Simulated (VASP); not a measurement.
Wanted: the native input for a VASP 6.6.1 run.

| Property | Result |
| --- | --- |
| Task | single point |
| Functional | PBE |
| Potentials or basis | VASP PAW PBE potentials, release 64 (Os) |
| Cutoff | 520 eV |
| k mesh | 28 × 28 × 28 |
| Occupations | gaussian, width 0.1 eV |
| Spin | no spin polarisation |
| Dipole correction | no |
| Further INCAR settings | ALGO = Fast; EDIFF = 1e-07; NBANDS = 10 |

The structure of Os lies in POSCAR:

```
Os
1.0
   -1.3632287968      1.3632287968      1.9279368699
    1.3632287968     -1.3632287968      1.9279368699
    1.3632287968      1.3632287968     -1.9279368699
Os
1
Direct
    0.5000000000      0.5000000000      0.0000000000
```

This isn't the form of Os at room conditions, which is hcp.

These files were run (other wordings do the same):

INCAR

```
SYSTEM = Os
PREC = Accurate
ENCUT = 520
EDIFF = 1E-7
ISMEAR = 0
SIGMA = 0.1
LREAL = .False.
LASPH = .True.
NELM = 60
ALGO = Fast
ISIF = 2
LWAVE = .False.
LCHARG = .False.
GGA = PE
NBANDS = 10
```

KPOINTS

```
Automatic mesh
0
Gamma
  28 28 28
  0 0 0
```

Potentials or basis: VASP PAW PBE potentials, release 64 (Os).

Launch:

```sh
$ cat potpaw_PBE.64/Os/POTCAR > POTCAR
$ mpirun -np 1 vasp_std > vasp.out
```

Results of the run:

- Pressure: -0.1 GPa
- Band gap on the k mesh: zero (bands 4 and 5 overlap by 3.83 eV)

Caveat: spin-orbit coupling is left out, which moves the levels of the heavy elements.

Run time: 2.2 min on 1 thread of Intel(R) Xeon(R) Platinum 8488C (Sapphire Rapids) (shared host), peak memory 0.35 GiB.
